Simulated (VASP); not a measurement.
Write the native input for VASP 6.6.1 that does the following.

| Item | Value |
| --- | --- |
| Task | single point |
| Functional | LDA |
| Potentials or basis | VASP PAW LDA potentials, release 64 (Al, N) |
| Cutoff | 600 eV |
| k mesh | 8 × 6 × 8 |
| Occupations | gaussian, width 0.02 eV |
| Spin | no spin polarisation |
| Dipole correction | no |
| Further INCAR settings | ALGO = Normal; EDIFF = 1e-06; NBANDS = 16 |

The structure of AlN (l.eB) lies in POSCAR:

```
AlN
1.0
    3.0703282018      0.0000000000      0.0000000000
    0.0000000000      4.3420997517      0.0000000000
    0.0000000000      0.0000000000      3.0703282018
Al N
2 2
Direct
    0.0000000000      0.0000000000      0.0000058500
    0.5000000000      0.5000000000      0.5000058500
    0.5000000000      0.2500000000      0.0000058500
    0.0000000000      0.7500000000      0.5000058500
```

These files were run (other wordings do the same):

INCAR

```
PREC = Accurate
ENCUT = 600
EDIFF = 1E-6
ISMEAR = 0
SIGMA = 0.02
LREAL = F
LASPH = T
NELM = 120
ALGO = Normal
ISIF = 2
LWAVE = F
LCHARG = F
GGA = CA
NBANDS = 16
GGA_COMPAT = F
```

KPOINTS

```
regular mesh
0
Gamma
  8 6 8
```

Potentials or basis: VASP PAW LDA potentials, release 64 (Al, N).

Run with:

```sh
$ cat potpaw_LDA.64/Al/POTCAR potpaw_LDA.64/N/POTCAR > POTCAR
$ mpirun -np 1 vasp_std > vasp.out
```

Results of the run:

```
Pressure               : 0.6 GPa
Band gap on the k mesh : 3.23 eV
```

Wall time 37 s on 1 thread of AMD EPYC 9R45 (Zen 5) (shared host), peak memory 0.13 GiB.
